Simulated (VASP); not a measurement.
Wanted: the native input for a VASP 6.6.1 run.

```yaml
Task: single point
Functional: PBEsol
Potentials_or_basis: VASP PAW PBE potentials, release 64 (Lu)
Cutoff: 520 eV
k_mesh: 10 × 10 × 10
Occupations: fermi-dirac, width 0.05 eV
Spin: no spin polarisation
Dipole_correction: no
Further_INCAR_settings: ALGO = Normal; EDIFF = 1e-07; NBANDS = 32
```

The structure of Lu lies in POSCAR:

```
Lu
1.0
    0.0000000000      3.5803179427      3.5803179427
    3.5803179427      0.0000000000      3.5803179427
    3.5803179427      3.5803179427      0.0000000000
Lu
2
Direct
   -0.1250000000     -0.1250000000     -0.1250000000
    0.1250000000      0.1250000000      0.1250000000
```

This isn't the form of Lu at room conditions, which is hcp.

These files were run (other wordings do the same):

INCAR

```
SYSTEM = Lu
PREC = Accurate
ENCUT = 520
EDIFF = 1E-7
ISMEAR = -1
SIGMA = 0.05
LREAL = .False.
LASPH = .True.
NELM = 100
ALGO = Normal
ISIF = 2
LWAVE = .False.
LCHARG = .False.
GGA = PS
NBANDS = 32
```

KPOINTS

```
regular mesh
0
Gamma
  10 10 10
  0 0 0
```

Potentials or basis: VASP PAW PBE potentials, release 64 (Lu).

Command:

```console
$ cat potpaw_PBE.64/Lu/POTCAR > POTCAR
$ mpirun -np 1 vasp_std > vasp.out
```

Results of the run:

| Item | Value |
| --- | --- |
| Pressure | 0.0 GPa |
| Band gap on the k mesh | zero (bands 25 and 26 overlap by 1.32 eV) |

Caveat: the PAW data sets were made with another functional, which shifts forces and pressure a little; spin-orbit coupling is left out, which moves the levels of the heavy elements.

Run time: 2.2 min on 1 thread of Intel(R) Xeon(R) Platinum 8375C CPU @ 2.90GHz (Ice Lake), on a shared host, peak memory 0.3 GiB.
